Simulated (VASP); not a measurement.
# Ag (P6/mmm) in VASP: a series of runs

The runs below take Ag through single point, with PBE.

All numbers are computed with VASP 6.6.1; they aren't measurements. Logs are shortened: lines on timing, memory, paths and dates and some standing lists are left out, and cuts for length are marked.

### 1 The cell of the first run

The structure is hexagonal, space group P6/mmm (No. 191). The conventional cell has a = 4.788 Å, b = 4.788 Å, c = 2.868 Å, α = 90.00°, β = 90.00°, γ = 120.00°. Ag (site symmetry 6/mmm) has 14 Ag at 2.87 to 3.11 Å within 3.8 Å. Within 3.6 Å of Ag (site symmetry -6m2) lie 11 Ag at 2.76 to 3.11 Å.

### 2 Single point, PBE (volume scaled by 1.04)

Input file INCAR:

```
SYSTEM = Ag
PREC     = Accurate       ! precision mode
ENCUT    = 520            ! plane-wave cutoff, eV
EDIFF    = 1E-7           ! SCF threshold, eV
ISMEAR   = -1             ! smearing method
SIGMA    = 0.1            ! smearing width, eV
LREAL    = .FALSE.        ! projectors in reciprocal space
LASPH    = .TRUE.         ! aspherical terms in the spheres
NELM     = 100            ! most SCF steps
ALGO     = Normal         ! electronic algorithm
ISIF     = 2              ! what is computed and relaxed
LWAVE    = .FALSE.        ! write WAVECAR
LCHARG   = .FALSE.        ! write CHGCAR
GGA      = PE             ! functional
NBANDS   = 24             ! bands
```

Input file KPOINTS:

```
Automatic mesh
0
G
  9 9 13
  0 0 0
```

Input file POSCAR:

```
Ag
1.0
    4.7882010521      0.0000000000      0.0000000000
   -2.3941005261      4.1467037496      0.0000000000
    0.0000000000      0.0000000000      2.8680764821
Ag
3
Direct
    0.0000000000      1.0000000000      0.0000000000
    0.3333333333      0.6666666667      0.5000000000
    0.6666666667      0.3333333333      0.5000000000
```

Potentials or basis: VASP PAW PBE potentials, release 64 (Ag).

Run with:

```console
cat potpaw_PBE.64/Ag/POTCAR > POTCAR
mpirun -np 1 vasp_std > vasp.out
```

OUTCAR:

```text
SYSTEM = Ag
   PREC = Accurate
   ENCUT = 520
   EDIFF = 1E-7
   ISMEAR = -1
   LREAL = .FALSE.
   LASPH = .TRUE.
   NELM = 100
   ISIF = 2
   GGA = PE

 ion  position               nearest neighbor table
   1  0.000  0.000  0.000-   2 3.11   3 3.11   2 3.11   3 3.11   3 3.11   3 3.11   2 3.11   2 3.11
                             3 3.11   3 3.11   2 3.11   2 3.11
   2  0.333  0.667  0.500-   3 2.76   3 2.76   3 2.76   1 3.11   1 3.11   1 3.11   1 3.11   1 3.11
                             1 3.11
   3  0.667  0.333  0.500-   2 2.76   2 2.76   2 2.76   1 3.11   1 3.11   1 3.11   1 3.11   1 3.11
                             1 3.11

  LATTYP: Found a hexagonal cell.
 ALAT       =     4.7882010521
 C/A-ratio  =     0.5989883154

  Lattice vectors:

 A1 = (   4.7882010521,   0.0000000000,   0.0000000000)
 A2 = (  -2.3941005261,   4.1467037496,   0.0000000000)
 A3 = (   0.0000000000,   0.0000000000,   2.8680764821)

Analysis of symmetry for initial positions (statically):
=====================================================================
 Subroutine PRICEL returns:
 Original cell was already a primitive cell.

 Routine SETGRP: Setting up the symmetry group for a
 hexagonal supercell.

 Subroutine GETGRP returns: Found 24 space group operations
 (whereof 24 operations were pure point group operations)
 out of a pool of 24 trial point group operations.

The static configuration has the point symmetry D_6h.

Analysis of symmetry for dynamics (positions and initial velocities):
=====================================================================
 Subroutine PRICEL returns:
 Original cell was already a primitive cell.

 Routine SETGRP: Setting up the symmetry group for a
 hexagonal supercell.

 Subroutine GETGRP returns: Found 24 space group operations
 (whereof 24 operations were pure point group operations)
 out of a pool of 24 trial point group operations.

The dynamic configuration has the point symmetry D_6h.

 Subroutine INISYM returns: Found 24 space group operations
 (whereof 24 operations are pure point group operations),
 and found     1 'primitive' translations

----------------------------------------------------------------------------------------

                                     Primitive cell

  volume of cell :      56.9464

  direct lattice vectors                    reciprocal lattice vectors
     4.788201052  0.000000000  0.000000000     0.208846702  0.120577700  0.000000000
    -2.394100526  4.146703750  0.000000000     0.000000000  0.241155400  0.000000000
     0.000000000  0.000000000  2.868076482     0.000000000  0.000000000  0.348665737

  length of vectors
     4.788201052  4.788201052  2.868076482     0.241155400  0.241155400  0.348665737

  position of ions in fractional coordinates (direct lattice)
     0.000000000  0.000000000  0.000000000
     0.333333333  0.666666667  0.500000000
     0.666666667  0.333333333  0.500000000

  ion indices of the primitive-cell ions
   primitive index   ion index
                 1           1
                 2           2
                 3           3

----------------------------------------------------------------------------------------

 KPOINTS: Automatic mesh

Automatic generation of k-mesh.
 Grid dimensions read from file:
 generate k-points for:    9    9   13

 Generating k-lattice:

  Cartesian coordinates                     Fractional coordinates (reciprocal lattice)
     0.023205189  0.013397522  0.000000000     0.111111111  0.000000000  0.000000000
     0.000000000  0.026795044  0.000000000     0.000000000  0.111111111  0.000000000
     0.000000000  0.000000000  0.026820441     0.000000000  0.000000000  0.076923077

  Length of vectors
     0.026795044  0.026795044  0.026820441

  Shift w.r.t. Gamma in fractional coordinates (k-lattice)
     0.000000000  0.000000000  0.000000000

 Subroutine IBZKPT returns following result:
 ===========================================

 Found     84 irreducible k-points:

 Following reciprocal coordinates:
            Coordinates               Weight
  0.000000  0.000000  0.000000      1.000000
  0.111111  0.000000  0.000000      6.000000
  0.222222  0.000000  0.000000      6.000000
  0.333333  0.000000  0.000000      6.000000
  0.444444  0.000000  0.000000      6.000000
  0.111111  0.111111  0.000000      6.000000
[... 16 lines left out ...]
  0.333333  0.222222  0.076923     24.000000
  0.333333  0.333333  0.076923      4.000000
 [... further k-points ...]
   k-points           NKPTS =     84   k-points in BZ     NKDIM =     84   number of bands    NBANDS=     24
   number of dos      NEDOS =    301   number of ions     NIONS =      3
   total plane-waves  NPLWV =  31104
   dimension x,y,z NGX =    36 NGY =   36 NGZ =   24
   dimension x,y,z NGXF=    72 NGYF=   72 NGZF=   48
   ions per type =               3
   NGX,Y,Z   is equivalent  to a cutoff of  12.50, 12.50, 13.91 a.u.
   NGXF,Y,Z  is equivalent  to a cutoff of  25.00, 25.00, 27.82 a.u.
 SYSTEM =  Ag
   PREC   = accura    normal or accurate (medium, high low for compatibility)
   ISTART =      0    job   : 0-new  1-cont  2-samecut
   ICHARG =      2    charge: 1-file 2-atom 10-const
   ISPIN  =      1    spin polarized calculation?
   LNONCOLLINEAR =      F non collinear calculations
   LSORBIT =      F    spin-orbit coupling
   LASPH  =      T    aspherical Exc in radial PAW
   ENCUT  =  520.0 eV  38.22 Ry    6.18 a.u.   8.90  8.90  5.33*2*pi/ulx,y,z
   NELM   =    100;   NELMIN=  2; NELMDL= -5     # of ELM steps
   EDIFF  = 0.1E-06   stopping-criterion for ELM
   LREAL  =      F    real-space projection
   EDIFFG = 0.1E-05   stopping-criterion for IOM
   NSW    =      0    number of steps for IOM
   IBRION =     -1    ionic relax: 0-MD 1-quasi-New 2-CG
   NFREE  =      0    steps in history (QN), initial steepest desc. (CG)
   ISIF   =      2    stress and relaxation
   ISYM   =      2    0-nonsym 1-usesym 2-fastsym
   POTIM  = 0.5000    time-step for ionic-motion
   TEBEG  =    0.0;   TEEND  =   0.0 temperature during run
   PSTRESS=    0.0 pullay stress
   NELECT =      33.0000    total number of electrons
   NUPDOWN=      -1.0000    fix difference up-down
   EMIN   =  10.00;   EMAX   =-10.00  energy-range for DOS
   EFERMI =   0.00;   METHOD = LEGACY
   ISMEAR =    -1;   SIGMA  =   0.10  broadening in eV -4-tet -1-fermi 0-gaus
   EFERMI_NEDOS =   21; number of points for ismear=-14 and -15
   IALGO  =     38    algorithm
   IMIX   =      4    mixing-type and parameters
     AMIX     =   0.40;   BMIX     =  1.00
     AMIX_MAG =   1.60;   BMIX_MAG =  1.00
  volume/ion in A,a.u.               =      18.98       128.10
  Fermi-wavevector in a.u.,A,eV,Ry     =   1.364868  2.579227 25.345826  1.862866
  Thomas-Fermi vector in A             =   2.491147
   LORBIT       =      0    0 simple, 1 ext, 2 COOP (PROOUT), +10 PAW based schemes
   GGA     = PE    functional components
   LHFCALC =     F    Hartree Fock is set to
   AEXX    =    0.0000 exact exchange contribution
   IVDW    =     0    specifies the selected vdW correction
   LEPSILON=     F    determine dielectric tensor
   LRPA    =     F    only Hartree local field effects (RPA)
 non-spin polarized calculation
  energy-cutoff  :      520.00
  volume of cell :       56.95
 maximum number of plane-waves:      1557
 NGX is ok and might be reduce to    36
   NGX = 17   NGY = 17   NGZ = 11

 number of electron      32.9999996 magnetization

 Free energy of the ion-electron system (eV)
  ---------------------------------------------------
  ext. energy  EPLUGINS =         0.00000000
  ---------------------------------------------------
  free energy    TOTEN  =        -7.95549527 eV

  energy without entropy =       -7.92687596  energy(sigma->0) =       -7.94118562

 E-fermi :   7.0507     XC(G=0): -11.5718

 val. band max:        7.0492322430   @ k =   0.3333   0.1111   0.0769
 cond. band min:       7.0529812458   @ k =   0.2222   0.2222   0.4615
 fundamental gap:      0.0037490028
 Fermi energy:         7.0507200955

 k-point     1 :       0.0000    0.0000    0.0000
  band No.  band energies     occupation
      1       0.0128      2.00000
      2       1.2548      2.00000
      3       2.1769      2.00000
      4       2.3272      2.00000
      5       2.4126      2.00000
      6       2.4126      2.00000
[... 16 lines left out ...]
     23      18.6755      0.00000
     24      24.2789      0.00000

 k-point     2 :       0.1111    0.0000    0.0000
  band No.  band energies     occupation
      1       0.1365      2.00000
      2       1.2852      2.00000
      3       2.0782      2.00000
      4       2.1525      2.00000
      5       2.2177      2.00000
      6       2.3283      2.00000
[... 16 lines left out ...]
     23      18.8762      0.00000
     24      23.8874      0.00000

 k-point     3 :       0.2222    0.0000    0.0000
  band No.  band energies     occupation
      1       0.4904      2.00000
      2       1.3635      2.00000
      3       1.7391      2.00000
      4       2.0515      2.00000
      5       2.0719      2.00000
      6       2.2736      2.00000
[... 16 lines left out ...]
     23      19.4593      0.00000
     24      22.7019      0.00000

 k-point     4 :       0.3333    0.0000    0.0000
  band No.  band energies     occupation
      1       0.9981      2.00000
      2       1.3656      2.00000
      3       1.5938      2.00000
      4       1.9488      2.00000
      5       2.0091      2.00000
      6       2.1927      2.00000
[... 16 lines left out ...]
     23      20.3762      0.00000
     24      21.1730      0.00000

 k-point     5 :       0.4444    0.0000    0.0000
  band No.  band energies     occupation
      1       1.1971      2.00000
      2       1.5236      2.00000
      3       1.6908      2.00000
      4       1.8681      2.00000
      5       1.9971      2.00000
      6       2.1139      2.00000
[... 16 lines left out ...]
     23      19.4713      0.00000
     24      19.6895      0.00000

 k-point     6 :       0.1111    0.1111    0.0000
  band No.  band energies     occupation
      1       0.3749      2.00000
      2       1.3406      2.00000
      3       1.8915      2.00000
      4       1.9507      2.00000
      5       2.1175      2.00000
      6       2.3213      2.00000
[... 16 lines left out ...]
     23      19.2677      0.00000
     24      22.8666      0.00000
[... 379 lines left out ...]
 k-point    21 :       0.4444    0.1111    0.0769
  band No.  band energies     occupation
      1       1.2403      2.00000
      2       1.6279      2.00000
      3       1.7804      2.00000
      4       1.9369      2.00000
      5       1.9606      2.00000
      6       2.1344      2.00000
[... 16 lines left out ...]
     23      19.8635      0.00000
     24      20.3061      0.00000

 k-point    22 :       0.2222    0.2222    0.0769
  band No.  band energies     occupation
      1       1.2228      2.00000
      2       1.4922      2.00000
      3       1.6689      2.00000
      4       1.7355      2.00000
      5       2.0551      2.00000
      6       2.2723      2.00000
[... 16 lines left out ...]
     23      19.1832      0.00000
     24      19.5405      0.00000

 k-point    23 :       0.3333    0.2222    0.0769
  band No.  band energies     occupation
      1       1.2179      2.00000
      2       1.5747      2.00000
      3       1.6717      2.00000
      4       1.8687      2.00000
      5       1.9817      2.00000
      6       2.2061      2.00000
[... 16 lines left out ...]
     23      20.4010      0.00000
     24      20.4474      0.00000

 k-point    24 :       0.3333    0.3333    0.0769
  band No.  band energies     occupation
      1       1.1805      2.00000
      2       1.6137      2.00000
      3       1.6137      2.00000
      4       1.9390      2.00000
      5       1.9390      2.00000
      6       2.1819      2.00000
[... 16 lines left out ...]
     23      21.1336      0.00000
     24      21.2742      0.00000

 [... further k-points ...]
[... 5 lines left out ...]
  --------------------------------------------------------------------------------------
  -------------------------------------------------------------------------------------
  Total       -1.0924167     -1.0924167     -1.1310069      0.0000000     -0.0000000      0.0000000
  in kB      -30.7349700    -30.7349700    -31.8206983      0.0000000     -0.0000000      0.0000000
  external PRESSURE =     -31.0968794 kB  Pullay stress =       0.0000000 kB

 VOLUME and BASIS-vectors are now :
 -----------------------------------------------------------------------------
  energy-cutoff  :      520.00
  volume of cell :       56.95
      direct lattice vectors                 reciprocal lattice vectors
     4.788201052  0.000000000  0.000000000     0.208846702  0.120577700  0.000000000
    -2.394100526  4.146703750  0.000000000     0.000000000  0.241155400  0.000000000
     0.000000000  0.000000000  2.868076482     0.000000000  0.000000000  0.348665737

 POSITION                                       TOTAL-FORCE (eV/Angst)
 -----------------------------------------------------------------------------------
      0.00000      0.00000      0.00000         0.000000      0.000000     -0.000000
     -0.00000      2.76447      1.43404         0.000000      0.000000      0.000000
      2.39410      1.38223      1.43404         0.000000     -0.000000     -0.000000
 -----------------------------------------------------------------------------------
    total drift:                                0.000000      0.000000     -0.000000

  FREE ENERGIE OF THE ION-ELECTRON SYSTEM (eV)
  ---------------------------------------------------
  free  energy   TOTEN  =        -7.9554952738 eV

  energy  without entropy=       -7.9268759570  energy(sigma->0) =       -7.94118562
```

Run time: 58 s. Hardware: 1 thread of Intel Xeon Platinum 8488C (Sapphire Rapids), shared host; peak memory 0.23 GiB.

What came out:

```
Free energy : -7.9555 eV
Pressure    : -3.1 GPa
```

Stress tensor (GPa, compression positive):
```
-3.07  0.00  0.00
 0.00 -3.07  0.00
 0.00  0.00 -3.18
```

### 3 Single point, PBE (volume scaled by 1.08)

Input file INCAR:

```
PREC = Accurate ; ENCUT = 520
EDIFF = 1E-7 ; ISMEAR = -1
SIGMA = 0.1 ; LREAL = F
LASPH = T ; NELM = 100
ALGO = Normal ; ISIF = 2
LWAVE = F ; LCHARG = F
GGA = PE ; NBANDS = 24
```

Input file KPOINTS:

```
Automatic mesh
0
Gamma
  9 9 13
```

Input file POSCAR:

```
Ag
1.0
    4.8488176270      0.0000000000      0.0000000000
   -2.4244088135      4.1991992433      0.0000000000
    0.0000000000      0.0000000000      2.9043851022
Ag
3
Direct
    0.0000000000      1.0000000000      0.0000000000
    0.3333333333      0.6666666667      0.5000000000
    0.6666666667      0.3333333333      0.5000000000
```

Potentials or basis: VASP PAW PBE potentials, release 64 (Ag).

Run with:

```console
cat potpaw_PBE.64/Ag/POTCAR > POTCAR
mpirun -np 1 vasp_std > vasp.out
```

Wall time 44 s (1 thread of Intel Xeon Platinum 8488C (Sapphire Rapids), shared host); peak memory 0.23 GiB.

It converged, with:

```yaml
Free_energy: -7.8977 eV
Pressure: -5.4 GPa
```

Levels at points of the mesh, in eV from the Fermi level:
| k point | band 12 | band 13 | band 14 | band 15 | band 16 | band 17 | band 18 | band 19 | band 20 | band 21 |
| --- | --- | --- | --- | --- | --- | --- | --- | --- | --- | --- |
| (0.00, 0.00, 0.00) | -3.74 | -3.69 | -3.69 | -2.88 | -2.88 | 4.21 | 4.21 | 4.21 | 4.21 | 4.27 |
